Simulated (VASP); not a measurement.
Set up this calculation in VASP 6.6.1, as the native input.

| Property | Result |
| --- | --- |
| Task | single point |
| Functional | LDA |
| Potentials or basis | VASP PAW LDA potentials, release 64 (Rb_sv, Bi_d) |
| Cutoff | 520 eV |
| k mesh | 4 × 4 × 4 |
| Occupations | fermi-dirac, width 0.1 eV |
| Spin | no spin polarisation |
| Dipole correction | no |
| Further INCAR settings | ALGO = Normal; EDIFF = 1e-07; NBANDS = 48 |

The structure of RbBi2 lies in POSCAR:

```
RbBi2
1.0
    0.0000000000      4.8013942100      4.8013942100
    4.8013942100      0.0000000000      4.8013942100
    4.8013942100      4.8013942100      0.0000000000
Rb Bi
2 4
Direct
    0.5000000000      0.5000000000      0.5000000000
    0.7500000000      0.7500000000      0.7500000000
    0.6250000000      0.1250000000      0.1250000000
    0.1250000000      0.1250000000      0.1250000000
    0.1250000000      0.1250000000      0.6250000000
    0.1250000000      0.6250000000      0.1250000000
```

One way to write it, as run:

INCAR

```
SYSTEM = RbBi2
PREC     = Accurate       ! precision mode
ENCUT    = 520            ! plane-wave cutoff, eV
EDIFF    = 1E-7           ! SCF threshold, eV
ISMEAR   = -1             ! smearing method
SIGMA    = 0.1            ! smearing width, eV
LREAL    = .False.        ! projectors in reciprocal space
LASPH    = .True.         ! aspherical terms in the spheres
NELM     = 60             ! most SCF steps
ALGO     = Normal         ! electronic algorithm
ISIF     = 2              ! what is computed and relaxed
LWAVE    = .False.        ! write WAVECAR
LCHARG   = .False.        ! write CHGCAR
NBANDS   = 48             ! bands
```

KPOINTS

```
Automatic mesh
0
Gamma
  4 4 4
  0 0 0
```

Potentials or basis: VASP PAW LDA potentials, release 64 (Rb_sv, Bi_d).

The run is started by

```bash
$ cat potpaw_LDA.64/Rb_sv/POTCAR potpaw_LDA.64/Bi_d/POTCAR > POTCAR
$ mpirun -np 1 vasp_std > vasp.out
```

It gave:

```json
{
  "Pressure": "-1.7 GPa",
  "Band gap on the k mesh": "zero (band 39 reaches 5.77 eV, above the bottom of band 40 at 3.88 eV)"
}
```

Caveat: spin-orbit coupling is left out, which moves the levels of the heavy elements.

It took 63 s on 1 thread of Intel(R) Xeon(R) 6975P-C (Granite Rapids), with other jobs on the host, peak memory 0.32 GiB.
